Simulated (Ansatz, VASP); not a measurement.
**Ru: VASP beside Ansatz**

The input INCAR:

```
PREC     = Accurate       # precision mode
ENCUT    = 520            # plane-wave cutoff, eV
EDIFF    = 1E-6           # SCF threshold, eV
ISMEAR   = -1             # smearing method
SIGMA    = 0.1            # smearing width, eV
LREAL    = F              # projectors in reciprocal space
LASPH    = T              # aspherical terms in the spheres
NELM     = 80             # most SCF steps
ALGO     = Normal         # electronic algorithm
ISIF     = 2              # what is computed and relaxed
LWAVE    = F              # write WAVECAR
LCHARG   = F              # write CHGCAR
GGA      = RE             # functional
NBANDS   = 13             # bands
```

File KPOINTS:

```
regular mesh
0
Gamma
  16 16 16
```

File POSCAR:

```
Ru
1.0
    0.0000000000      1.9624469296      1.9624469296
    1.9624469296      0.0000000000      1.9624469296
    1.9624469296      1.9624469296      0.0000000000
Ru
1
Direct
    0.0000000000      0.0000000000      0.0000000000
```

Input for Ansatz:

```yaml
crystal:
  lattice:
    - [0.0, 1.9624469296, 1.9624469296]
    - [1.9624469296, 0.0, 1.9624469296]
    - [1.9624469296, 1.9624469296, 0.0]
  atoms:
    - { symbol: Ru, position: [0.0, 0.0, 0.0] }
hamiltonian:
  xc: revpbe
  pseudopotentials:
    kind: paw
    azcp:
      Ru: "pseudopotentials/Ru.paw.azcp"
basis:
  ecutwfc: 420
  fft_grid_basis: typed
kpoints:
  mp_grid: { grid: [16, 16, 16], shift: [0, 0, 0] }
magnetization:
  spin_polarized: false
scf:
  occupations: { method: fermi_dirac, width: 0.1 }
  lower_state_search: "off"
output:
  stress: true
```

Alike in both runs: task single point; functional revPBE; k mesh 16 × 16 × 16; occupations fermi-dirac, width 0.1 eV; no spin polarisation.

|  | VASP | Ansatz |
| --- | --- | --- |
| version | VASP 6.6.1 | Ansatz 0.2.0 |
| potentials or method | VASP PAW PBE potentials, release 64 (Ru_pv), cutoff 520 eV | plane waves (420 eV) with PAW, scalar-relativistic |
| valence electrons in the cell | 14 | 16 |

```tsv
	VASP	Ansatz	Ansatz less VASP
pressure (GPa)	-18.8	-18.7	+0.07
```

VASP's potentials were made for PBE, not for revPBE. VASP's potentials hold 14 valence electrons a cell and Ansatz's 16, so a difference there can come from the potentials and not from the codes.
